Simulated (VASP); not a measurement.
# P (C2/m) in VASP: single point with PBE

Aim: the single point of P with PBE.

Everything below comes from runs of VASP 6.6.1. Logs are shortened: lines on timing, memory, paths and dates and some standing lists are left out, and cuts for length are marked.

## Step 1: The cell of the first run

Symmetry: C2/m, No. 12, monoclinic system. Conventional cell: a = 6.075 Å, b = 3.458 Å, c = 3.699 Å, α = 90.00°, β = 123.12°, γ = 90.00°. P (site symmetry m) has 6 P at 2.31 to 2.81 Å within 3.0 Å.

## Step 2: Single point, PBE

Input file INCAR:

```
ALGO     = Normal         # electronic algorithm
EDIFF    = 1E-6           # SCF threshold, eV
ENCUT    = 520            # plane-wave cutoff, eV
GGA      = PE             # functional
ISIF     = 2              # what is computed and relaxed
ISMEAR   = 0              # smearing method
LASPH    = T              # aspherical terms in the spheres
LCHARG   = F              # write CHGCAR
LREAL    = F              # projectors in reciprocal space
LWAVE    = F              # write WAVECAR
NBANDS   = 12             # bands
NELM     = 100            # most SCF steps
PREC     = Accurate       # precision mode
SIGMA    = 0.1            # smearing width, eV
```

Input file KPOINTS:

```
k-points
0
Gamma
  6 6 6
```

Input file POSCAR:

```
P
1.0
    3.0375394513     -1.7289696762      0.0000000000
    3.0375394513      1.7289696762      0.0000000000
   -2.0213814654      0.0000000000      3.0981559933
P
2
Direct
    0.2713731646      0.2713731646      0.8149825639
    0.7286268354      0.7286268354      0.1850174361
```

Potentials or basis: VASP PAW PBE potentials, release 64 (P).

On the command line:

```console
$ cat potpaw_PBE.64/P/POTCAR > POTCAR
$ mpirun -np 1 vasp_std > vasp.out
```

OUTCAR:

```text
EDIFF = 1E-6
   ENCUT = 520
   GGA = PE
   ISIF = 2
   ISMEAR = 0
   LASPH = T
   LREAL = F
   NELM = 100
   PREC = Accurate

 ion  position               nearest neighbor table
   1  0.271  0.271  0.815-   2 2.31   2 2.31   2 2.33   2 2.80   2 2.80   2 2.81
   2  0.729  0.729  0.185-   1 2.31   1 2.31   1 2.33   1 2.80   1 2.80   1 2.81

  LATTYP: Found a base centered monoclinic cell.
 ALAT       =     6.0750789026
 B/A-ratio  =     0.5692007310
 C/A-ratio  =     0.6089244246
 COS(beta)  =    -0.5464280209

  Lattice vectors:

 A1 = (   3.0375394513,  -1.7289696762,   0.0000000000)
 A2 = (   3.0375394513,   1.7289696762,   0.0000000000)
 A3 = (  -2.0213814654,   0.0000000000,   3.0981559933)

Analysis of symmetry for initial positions (statically):
=====================================================================
 Subroutine PRICEL returns:
 Original cell was already a primitive cell.

 Routine SETGRP: Setting up the symmetry group for a
 base centered monoclinic supercell.

 Subroutine GETGRP returns: Found  4 space group operations
 (whereof  4 operations were pure point group operations)
 out of a pool of  4 trial point group operations.

The static configuration has the point symmetry C_2h.

Analysis of symmetry for dynamics (positions and initial velocities):
=====================================================================
 Subroutine PRICEL returns:
 Original cell was already a primitive cell.

 Routine SETGRP: Setting up the symmetry group for a
 base centered monoclinic supercell.

 Subroutine GETGRP returns: Found  4 space group operations
 (whereof  4 operations were pure point group operations)
 out of a pool of  4 trial point group operations.

The dynamic configuration has the point symmetry C_2h.

 Subroutine INISYM returns: Found  4 space group operations
 (whereof  4 operations are pure point group operations),
 and found     1 'primitive' translations

----------------------------------------------------------------------------------------

                                     Primitive cell

  volume of cell :      32.5419

  direct lattice vectors                    reciprocal lattice vectors
     3.037539451 -1.728969676  0.000000000     0.164606916 -0.289189572  0.107397229
     3.037539451  1.728969676  0.000000000     0.164606916  0.289189572  0.107397229
    -2.021381465  0.000000000  3.098155993     0.000000000  0.000000000  0.322772644

  length of vectors
     3.495136916  3.495136916  3.699263925     0.349657275  0.349657275  0.322772644

  position of ions in fractional coordinates (direct lattice)
     0.271373165  0.271373165  0.814982564
     0.728626835  0.728626835  0.185017436

  ion indices of the primitive-cell ions
   primitive index   ion index
                 1           1
                 2           2

----------------------------------------------------------------------------------------

 KPOINTS: k-points

Automatic generation of k-mesh.
 Grid dimensions read from file:
 generate k-points for:    6    6    6

 Generating k-lattice:

  Cartesian coordinates                     Fractional coordinates (reciprocal lattice)
     0.027434486 -0.048198262  0.017899538     0.166666667  0.000000000 -0.000000000
     0.027434486  0.048198262  0.017899538     0.000000000  0.166666667 -0.000000000
     0.000000000  0.000000000  0.053795441     0.000000000  0.000000000  0.166666667

  Length of vectors
     0.058276212  0.058276212  0.053795441

  Shift w.r.t. Gamma in fractional coordinates (k-lattice)
     0.000000000  0.000000000  0.000000000

 Subroutine IBZKPT returns following result:
 ===========================================

 Found     68 irreducible k-points:

 Following reciprocal coordinates:
            Coordinates               Weight
  0.000000  0.000000  0.000000      1.000000
  0.166667  0.000000 -0.000000      4.000000
  0.333333 -0.000000 -0.000000      4.000000
  0.500000  0.000000 -0.000000      2.000000
  0.166667  0.166667 -0.000000      2.000000
  0.333333  0.166667  0.000000      4.000000
[... 16 lines left out ...]
 -0.333333  0.166667  0.166667      4.000000
 -0.166667  0.166667  0.166667      4.000000
 [... further k-points ...]
   k-points           NKPTS =     68   k-points in BZ     NKDIM =     68   number of bands    NBANDS=     12
   number of dos      NEDOS =    301   number of ions     NIONS =      2
   total plane-waves  NPLWV =  21952
   dimension x,y,z NGX =    28 NGY =   28 NGZ =   28
   dimension x,y,z NGXF=    56 NGYF=   56 NGZF=   56
   ions per type =               2
   NGX,Y,Z   is equivalent  to a cutoff of  13.32, 13.32, 12.58 a.u.
   NGXF,Y,Z  is equivalent  to a cutoff of  26.64, 26.64, 25.17 a.u.
 SYSTEM =  unknown system
   PREC   = accura    normal or accurate (medium, high low for compatibility)
   ISTART =      0    job   : 0-new  1-cont  2-samecut
   ICHARG =      2    charge: 1-file 2-atom 10-const
   ISPIN  =      1    spin polarized calculation?
   LNONCOLLINEAR =      F non collinear calculations
   LSORBIT =      F    spin-orbit coupling
   LASPH  =      T    aspherical Exc in radial PAW
   ENCUT  =  520.0 eV  38.22 Ry    6.18 a.u.   6.50  6.50  6.88*2*pi/ulx,y,z
   NELM   =    100;   NELMIN=  2; NELMDL= -5     # of ELM steps
   EDIFF  = 0.1E-05   stopping-criterion for ELM
   LREAL  =      F    real-space projection
   EDIFFG = 0.1E-04   stopping-criterion for IOM
   NSW    =      0    number of steps for IOM
   IBRION =     -1    ionic relax: 0-MD 1-quasi-New 2-CG
   NFREE  =      0    steps in history (QN), initial steepest desc. (CG)
   ISIF   =      2    stress and relaxation
   ISYM   =      2    0-nonsym 1-usesym 2-fastsym
   POTIM  = 0.5000    time-step for ionic-motion
   TEBEG  =    0.0;   TEEND  =   0.0 temperature during run
   PSTRESS=    0.0 pullay stress
   NELECT =      10.0000    total number of electrons
   NUPDOWN=      -1.0000    fix difference up-down
   EMIN   =  10.00;   EMAX   =-10.00  energy-range for DOS
   EFERMI =   0.00;   METHOD = LEGACY
   ISMEAR =     0;   SIGMA  =   0.10  broadening in eV -4-tet -1-fermi 0-gaus
   EFERMI_NEDOS =   21; number of points for ismear=-14 and -15
   IALGO  =     38    algorithm
   IMIX   =      4    mixing-type and parameters
     AMIX     =   0.40;   BMIX     =  1.00
     AMIX_MAG =   1.60;   BMIX_MAG =  1.00
  volume/ion in A,a.u.               =      16.27       109.80
  Fermi-wavevector in a.u.,A,eV,Ry     =   1.104741  2.087659 16.605279  1.220454
  Thomas-Fermi vector in A             =   2.241219
   LORBIT       =      0    0 simple, 1 ext, 2 COOP (PROOUT), +10 PAW based schemes
   GGA     = PE    functional components
   LHFCALC =     F    Hartree Fock is set to
   AEXX    =    0.0000 exact exchange contribution
   IVDW    =     0    specifies the selected vdW correction
   LEPSILON=     F    determine dielectric tensor
   LRPA    =     F    only Hartree local field effects (RPA)
 non-spin polarized calculation
 Gauss-broadening in eV      SIGMA  =   0.10
  energy-cutoff  :      520.00
  volume of cell :       32.54
 maximum number of plane-waves:       893
 NGX is ok and might be reduce to    28
   NGX = 13   NGY = 13   NGZ = 13

 number of electron      10.0000001 magnetization

 Free energy of the ion-electron system (eV)
  ---------------------------------------------------
  ext. energy  EPLUGINS =         0.00000000
  ---------------------------------------------------
  free energy    TOTEN  =       -10.67366591 eV

  energy without entropy =      -10.67243918  energy(sigma->0) =      -10.67305255

 E-fermi :   9.0103     XC(G=0): -10.7304

 val. band max:        8.9287504731   @ k =   0.0000   0.0000   0.5000
 cond. band min:       9.0454847861   @ k =   0.5000   0.0000   0.5000
 fundamental gap:      0.1167343130
 Fermi energy:         9.0103061633

 k-point     1 :       0.0000    0.0000    0.0000
  band No.  band energies     occupation
      1      -7.5293      2.00000
      2       5.2607      2.00000
      3       5.7739      2.00000
      4       5.9806      2.00000
      5       6.0166      2.00000
      6      10.3170      0.00000
      7      11.4721      0.00000
      8      11.6873      0.00000
      9      14.4314      0.00000
     10      14.5878      0.00000
     11      15.7563      0.00000
     12      15.8001      0.00000

 k-point     2 :       0.1667    0.0000   -0.0000
  band No.  band energies     occupation
      1      -7.0835      2.00000
      2       2.6520      2.00000
      3       5.5924      2.00000
      4       5.7215      2.00000
      5       7.2001      2.00000
      6      10.5535      0.00000
      7      11.0651      0.00000
      8      11.4572      0.00000
      9      13.4388      0.00000
     10      14.1496      0.00000
     11      14.5573      0.00000
     12      18.5701      0.00000

 k-point     3 :       0.3333   -0.0000   -0.0000
  band No.  band energies     occupation
      1      -5.7708      2.00000
      2      -0.6179      2.00000
      3       5.2734      2.00000
      4       5.5576      2.00000
      5       7.8301      2.00000
      6       9.3539      0.00000
      7       9.7161      0.00000
      8       9.8733      0.00000
      9      15.6010      0.00000
     10      16.1894      0.00000
     11      16.6707      0.00000
     12      22.4675      0.00000
[... 286 lines left out ...]
 k-point    23 :      -0.3333    0.1667    0.1667
  band No.  band energies     occupation
      1      -4.6389      2.00000
      2      -1.0635      2.00000
      3       2.5240      2.00000
      4       4.0241      2.00000
      5       6.1392      2.00000
      6      10.2011      0.00000
      7      11.6995      0.00000
      8      12.8453      0.00000
      9      14.9561      0.00000
     10      18.0940      0.00000
     11      18.9087      0.00000
     12      20.8704      0.00000

 k-point    24 :      -0.1667    0.1667    0.1667
  band No.  band energies     occupation
      1      -5.9787      2.00000
      2       0.5345      2.00000
      3       3.9672      2.00000
      4       4.5978      2.00000
      5       6.5844      2.00000
      6      10.8728      0.00000
      7      11.3263      0.00000
      8      12.2385      0.00000
      9      12.7727      0.00000
     10      16.9403      0.00000
     11      17.8292      0.00000
     12      19.5406      0.00000

 [... further k-points ...]

------------------------ aborting loop because EDIFF is reached ----------------------------------------

  FORCE on cell =-STRESS in cart. coord.  units (eV):
  Direction    XX          YY          ZZ          XY          YZ          ZX
  --------------------------------------------------------------------------------------
  -------------------------------------------------------------------------------------
  Total       -0.2328669      0.1633039     -0.0023420      0.0000000      0.0000000     -0.1236108
  in kB      -11.4650458      8.0401594     -0.1153053      0.0000000      0.0000000     -6.0858962
  external PRESSURE =      -1.1800639 kB  Pullay stress =       0.0000000 kB

 VOLUME and BASIS-vectors are now :
 -----------------------------------------------------------------------------
  energy-cutoff  :      520.00
  volume of cell :       32.54
      direct lattice vectors                 reciprocal lattice vectors
     3.037539451 -1.728969676  0.000000000     0.164606916 -0.289189572  0.107397229
     3.037539451  1.728969676  0.000000000     0.164606916  0.289189572  0.107397229
    -2.021381465  0.000000000  3.098155993     0.000000000  0.000000000  0.322772644

 POSITION                                       TOTAL-FORCE (eV/Angst)
 -----------------------------------------------------------------------------------
      0.00122      0.00000      2.52494        -0.001299      0.000000      0.229323
      4.05247      0.00000      0.57321         0.001299      0.000000     -0.229323
 -----------------------------------------------------------------------------------
    total drift:                                0.000000     -0.000000     -0.000000

  FREE ENERGIE OF THE ION-ELECTRON SYSTEM (eV)
  ---------------------------------------------------
  free  energy   TOTEN  =       -10.6736659093 eV

  energy  without entropy=      -10.6724391842  energy(sigma->0) =      -10.67305255
```

Wall time 9.9 s (1 thread of Intel Xeon 6975P-C (Granite Rapids), shared host); peak memory 0.15 GiB.

What came out:

```
Free energy            : -10.6737 eV
Pressure               : -0.1 GPa
Largest force          : 0.229 eV/Å
Band gap on the k mesh : zero (bands 5 and 6 overlap by 0.78 eV)
```

Forces in eV/Å, atoms in the order of the input:
```
P   -0.001  0.000  0.229
P    0.001  0.000 -0.229
```

Levels at points of the mesh, in eV from the Fermi level:
| k point | band 3 | band 4 | band 5 | band 6 | band 7 | band 8 |
| --- | --- | --- | --- | --- | --- | --- |
| (0.00, 0.00, 0.00) | -3.24 | -3.03 | -2.99 | 1.31 | 2.46 | 2.68 |
| (0.50, 0.00, 0.00) | -3.89 | -3.35 | -0.92 | -0.38 | 0.08 | 0.16 |
| (0.50, 0.50, 0.00) | -7.05 | -5.54 | -5.46 | 0.08 | 5.97 | 7.27 |
| (0.00, 0.00, 0.50) | -2.95 | -2.91 | -0.57 | -0.34 | -0.08 | 1.92 |
| (0.50, 0.00, 0.50) | -7.08 | -5.63 | -5.46 | 0.04 | 5.93 | 7.14 |
| (0.50, 0.50, 0.50) | -3.77 | -3.38 | -0.86 | -0.19 | 0.15 | 0.30 |

Caveat: the k points lie up to 0.37 Å⁻¹ apart, too coarse for converged energies and pressures of a metal.
